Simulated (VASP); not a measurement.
# NaH (Fm-3m) in VASP: G0W0 quasiparticle levels with PBE

Aim: the G0W0 quasiparticle levels of NaH with PBE.

All numbers are computed with VASP 6.6.1; they aren't measurements. Logs are shortened: lines on timing, memory, paths and dates and some standing lists are left out, and cuts for length are marked.

### 1 The cell of the first run

Symmetry: Fm-3m, No. 225, cubic system. Conventional cell: a = 4.795 Å, b = 4.795 Å, c = 4.795 Å, α = 90.00°, β = 90.00°, γ = 90.00°. Na (site symmetry m-3m) has 6 H at 2.40 Å within 3.2 Å. Within 3.2 Å of H (site symmetry m-3m) lie 6 Na at 2.40 Å.

### 2 G0W0 quasiparticle levels, PBE

POSCAR

```
NaH
1.0
    0.0000000000      2.3975122885      2.3975122885
    2.3975122885      0.0000000000      2.3975122885
    2.3975122885      2.3975122885      0.0000000000
Na H
1 1
Direct
    0.0000000000      0.0000000000      0.0000000000
    0.5000000000      0.5000000000      0.5000000000
```

INCAR.step1

```
ALGO = Normal ; EDIFF = 1E-8
ENCUT = 500 ; GGA = PE
ISMEAR = 0 ; LASPH = True
LCHARG = False ; LREAL = False
LWAVE = True ; NELM = 100
PREC = Accurate ; SIGMA = 0.01
```

INCAR.step2

```
ALGO = Exact ; EDIFF = 1E-8
ENCUT = 500 ; GGA = PE
ISMEAR = 0 ; ISTART = 1
LASPH = True ; LCHARG = False
LOPTICS = True ; LREAL = False
LWAVE = True ; NBANDS = 195
NELM = 1 ; PREC = Accurate
SIGMA = 0.01
```

INCAR.step3

```
ALGO = EVGW0 ; EDIFF = 1E-8
ENCUT = 500 ; ENCUTGW = 200
GGA = PE ; ISMEAR = 0
ISTART = 1 ; LASPH = True
LCHARG = False ; LREAL = False
LWAVE = False ; NBANDS = 195
NBANDSGW = 13 ; NELMGW = 1
NOMEGA = 96 ; OMEGAMAX = 20
PREC = Accurate ; PRECFOCK = Fast
SIGMA = 0.01
```

KPOINTS

```
k-points
0
Gamma
  4 4 4
```

Potentials or basis: VASP PAW PBE potentials, release 64 (Na_sv_GW, H_GW).

Command:

```
$ cat potpaw_PBE.64/Na_sv_GW/POTCAR potpaw_PBE.64/H_GW/POTCAR > POTCAR
$ cp INCAR.step1 INCAR
$ mpirun -np 1 vasp_std > vasp.out
$ cp INCAR.step2 INCAR
$ mpirun -np 1 vasp_std > vasp.out
$ cp INCAR.step3 INCAR
$ mpirun -np 1 vasp_std > vasp.out
```

OUTCAR:

```text
EDIFF = 1E-8
   ENCUT = 500
   ENCUTGW = 200
   GGA = PE
   ISMEAR = 0
   ISTART = 1
   LASPH = True
   LREAL = False
   NELMGW = 1
   PREC = Accurate
   PRECFOCK = Fast

 ion  position               nearest neighbor table
   1  0.000  0.000  0.000-
   2  0.500  0.500  0.500-

  LATTYP: Found a face centered cubic cell.
 ALAT       =     4.7950245770

  Lattice vectors:

 A1 = (   0.0000000000,   2.3975122885,   2.3975122885)
 A2 = (   2.3975122885,   0.0000000000,   2.3975122885)
 A3 = (   2.3975122885,   2.3975122885,   0.0000000000)

Analysis of symmetry for initial positions (statically):
=====================================================================
 Subroutine PRICEL returns:
 Original cell was already a primitive cell.

 Routine SETGRP: Setting up the symmetry group for a
 face centered cubic supercell.

 Subroutine GETGRP returns: Found 48 space group operations
 (whereof 48 operations were pure point group operations)
 out of a pool of 48 trial point group operations.

The static configuration has the point symmetry O_h .

Analysis of symmetry for dynamics (positions and initial velocities):
=====================================================================
 Subroutine PRICEL returns:
 Original cell was already a primitive cell.

 Routine SETGRP: Setting up the symmetry group for a
 face centered cubic supercell.

 Subroutine GETGRP returns: Found 48 space group operations
 (whereof 48 operations were pure point group operations)
 out of a pool of 48 trial point group operations.

The dynamic configuration has the point symmetry O_h .

 Subroutine INISYM returns: Found 48 space group operations
 (whereof 48 operations are pure point group operations),
 and found     1 'primitive' translations

----------------------------------------------------------------------------------------

                                     Primitive cell

  volume of cell :      27.5621

[... 72 lines left out ...]
   LREAL  =      F    real-space projection
   EDIFFG = 0.1E-06   stopping-criterion for IOM
   NSW    =      0    number of steps for IOM
   IBRION =     -1    ionic relax: 0-MD 1-quasi-New 2-CG
   NFREE  =      0    steps in history (QN), initial steepest desc. (CG)
   ISIF   =      0    stress and relaxation
   ISYM   =      3    0-nonsym 1-usesym 2-fastsym
   POTIM  = 0.5000    time-step for ionic-motion
   TEBEG  =    0.0;   TEEND  =   0.0 temperature during run
   PSTRESS=    0.0 pullay stress
   NELECT =      10.0000    total number of electrons
   NUPDOWN=      -1.0000    fix difference up-down
   EMIN   =  10.00;   EMAX   =-10.00  energy-range for DOS
   EFERMI =   0.00;   METHOD = LEGACY
   ISMEAR =     0;   SIGMA  =   0.01  broadening in eV -4-tet -1-fermi 0-gaus
   EFERMI_NEDOS =   21; number of points for ismear=-14 and -15
   IALGO  =     38    algorithm
   IMIX   =      4    mixing-type and parameters
     AMIX     =   0.40;   BMIX     =  1.00
     AMIX_MAG =   1.60;   BMIX_MAG =  1.00
  volume/ion in A,a.u.               =      13.78        93.00
  Fermi-wavevector in a.u.,A,eV,Ry     =   1.167627  2.206494 18.549529  1.363352
  Thomas-Fermi vector in A             =   2.304124
   LORBIT       =      0    0 simple, 1 ext, 2 COOP (PROOUT), +10 PAW based schemes
   GGA     = PE    functional components
   LHFCALC =     T    Hartree Fock is set to
   PRECFOCK=fast      Normal, Fast or Accurate (Low or Medium for compatibility)
   ENCUT4O =  -1.0   cutoff for four orbital integrals eV
   NKREDX  =     1    reduce k-point grid by
   NKREDY  =     1    reduce k-point grid by
   NKREDZ  =     1    reduce k-point grid by
   AEXX    =    1.0000 exact exchange contribution
   HFSCREEN=    0.0000 screening length (either q_TF or 0.3 A-1)
   HFSCREENC=   0.0000 screening length for correlation (either q_TF or 0.3 A-1)
   ENCUTFOCK=  -1.0 apply spherical cutoff to Coloumb kernel
   IVDW    =     0    specifies the selected vdW correction
   LEPSILON=     F    determine dielectric tensor
   LRPA    =     F    only Hartree local field effects (RPA)
   LRPAFORCE           =     F    calculate RPA forces
   ENCUTGW             = 200.0    cutoff for response function in eV
   ENCUTGWSOFT         = 160.0    soft cutoff for Coulomb kernel in GW response function in eV
   ENCUTLF             =  -1.0    cutoff for local field effects
   NELMGW              =     1    number of iterations in solving QP/BSE equation
   NELMHF              =     1    number of iterations in the inner HF iteration
   NKREDLFX            =     1    NKREDLFY  =   1   NKREDLFZ  =   1
 non-spin polarized calculation
 Gauss-broadening in eV      SIGMA  =   0.01
  energy-cutoff  :      500.00
  volume of cell :       27.56
 maximum number of plane-waves:       725
 NGX is ok and might be reduce to    28
  NGX = 14; NGY = 14; NGZ = 14
   NGX = 13   NGY = 13   NGZ = 13
 maximum number of plane-waves:       190

 QP shifts <psi_nk| G(iteration)W_0 |psi_nk>: iteration 1
 for sc-GW calculations column KS-energies equals QP-energies in previous step
 and V_xc(KS)=  KS-energies - (<T + V_ion + V_H > + <T+V_H+V_ion>^1  + <V_x>^1)

 k-point   1 :       0.0000    0.0000    0.0000
  band No.  KS-energies  QP-energies   sigma(KS)   V_xc(KS)     V^pw_x(r,r')   Z            occupation Imag(sigma)

      1     -51.2681     -58.9036     -39.9622     -29.2635     -49.1310       0.7137       2.0000       0.3655
      2     -23.1694     -28.0409     -34.9267     -28.3907     -41.4316       0.7453       2.0000       0.0954
      3     -23.1694     -28.0409     -34.9267     -28.3907     -41.4316       0.7453       2.0000       0.0954
      4     -23.1694     -28.0409     -34.9267     -28.3907     -41.4316       0.7453       2.0000       0.0954
      5      -4.7820      -6.3695     -11.2635      -8.9105     -13.9494       0.6747       2.0000       0.1586
      6       9.5316      10.1999      -9.7882     -10.8026      -4.9602       0.6588       0.0000      -0.2459
      7      14.6680      15.1253      -5.8322      -6.4637      -1.2539       0.7241       0.0000      -0.7222
      8      14.6680      15.1253      -5.8322      -6.4637      -1.2539       0.7241       0.0000      -0.7222
      9      14.6680      15.1253      -5.8322      -6.4637      -1.2539       0.7241       0.0000      -0.7222
     10      15.5864      16.5156      -7.5177      -8.7693      -2.8611       0.7424       0.0000      -0.9026
     11      15.5864      16.5156      -7.5177      -8.7693      -2.8611       0.7424       0.0000      -0.9026
     12      15.5864      16.5156      -7.5177      -8.7693      -2.8611       0.7424       0.0000      -0.9026
     13      16.5140      17.0028      -4.9623      -5.4086      -0.5891       1.0952       0.0000      -1.4254
[... 106 lines left out ...]
      1     -51.2580     -58.9770     -39.9809     -29.2833     -49.1508       0.7216       2.0000       0.3658
      2     -23.2313     -28.0583     -34.7556     -28.2326     -41.2492       0.7400       2.0000       0.0981
      3     -23.2313     -28.0583     -34.7556     -28.2326     -41.2492       0.7400       2.0000       0.0981
      4     -23.2055     -28.0516     -34.8328     -28.2983     -41.3298       0.7416       2.0000       0.0978
      5      -1.1077      -2.7716     -12.8652     -10.6486     -14.3551       0.7507       2.0000       0.0499
      6       4.9810       5.6213      -6.5651      -7.3830      -3.1667       0.7830       0.0000      -0.0736
      7       4.9810       5.6213      -6.5651      -7.3830      -3.1667       0.7830       0.0000      -0.0736
      8       7.4169       8.2750      -6.9817      -8.1136      -3.1281       0.7581       0.0000      -0.1037
      9      15.5559      16.4210      -8.3991      -9.4940      -3.3757       0.7902       0.0000      -0.9566
     10      16.9043      17.5548      -6.1331      -6.9009      -1.4992       0.8472       0.0000      -1.0161
     11      16.9043      17.5548      -6.1331      -6.9009      -1.4992       0.8472       0.0000      -1.0161
     12      18.5188      19.6720      -7.2801      -8.7062      -2.4710       0.8087       0.0000      -1.0579
     13      24.0606      25.0775      -7.6635      -9.0894      -2.4194       0.7131       0.0000      -1.3968
```

OUTCAR.step2:

```text
EDIFF = 1E-8
   ENCUT = 500
   GGA = PE
   ISMEAR = 0
[... 697 lines left out ...]
  --------------------------------------------------------------------------------------------------------------
     0.00000     3.18811     3.18811     3.18811     0.00000     0.00000    -0.00000
     3.24391     4.26373     4.26373     4.26373     0.00000     0.00000    -0.00000
     6.48782    -3.67775    -3.67775    -3.67775    -0.00000     0.00000    -0.00000
     9.73173     0.15160     0.15160     0.15160    -0.00000    -0.00000     0.00000
    12.97564     0.34678     0.34678     0.34678     0.00000    -0.00000     0.00000
    16.21955     0.71686     0.71686     0.71686    -0.00000    -0.00000     0.00000
[... 92 lines left out ...]
   317.90319     0.99509     0.99509     0.99509    -0.00000    -0.00000     0.00000
   321.14710     0.99520     0.99520     0.99520    -0.00000    -0.00000     0.00000
```

It took 59 s on 1 thread of Intel Xeon 6975P-C (Granite Rapids), shared host; peak memory 0.41 GiB.

Results:

| Property | Result |
| --- | --- |
| Quasiparticle gap | 6.14 eV |
| Least direct quasiparticle gap | 7.02 eV |
| Band gap of the starting levels on the mesh | 3.81 eV |
| Least direct gap of the starting levels on the mesh | 4.68 eV |

Caveat: the k points lie up to 0.57 Å⁻¹ apart; bands, screening cutoff and mesh are small and nothing is extrapolated, so the quasiparticle values aren't converged; the structure was generated, so it needn't be the stable form of NaH.
